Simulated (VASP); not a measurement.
BP (BP (F-43m)): single point with PBE

Crystal: BP (BP (F-43m)).

```
B P
1.0
     0.00000    2.27405    2.27405
     2.27405    0.00000    2.27405
     2.27405    2.27405    0.00000
B P
1 1
Direct
  0.00000 0.00000 0.00000
  0.75000 0.75000 0.75000
```

- Program: VASP 6.6.1
- Task: single point
- Functional: PBE
- Potentials or basis: VASP PAW PBE potentials, release 64 (B, P)
- Cutoff: 500 eV
- k mesh: 11 × 11 × 11
- Occupations: gaussian, width 0.01 eV
- Spin: no spin polarisation
- Dipole correction: no
- Further INCAR settings: ALGO = Normal; EDIFF = 1e-06; NBANDS = 11

```
Pressure               : -0.2 GPa
Band gap on the k mesh : 1.28 eV, indirect (least direct gap 3.39 eV)
```

Levels at points of the mesh, in eV from the valence-band top:
```
           k point  band 1  band 2  band 3  band 4  band 5  band 6  band 7  band 8
(0.00, 0.00, 0.00)  -15.40    0.00    0.00    0.00    3.39    3.39    3.39    7.27
```

It took 5.9 s on 1 thread of Intel(R) Xeon(R) Platinum 8488C (Sapphire Rapids) (shared host), peak memory 0.14 GiB.

A k mesh can miss the band edges.
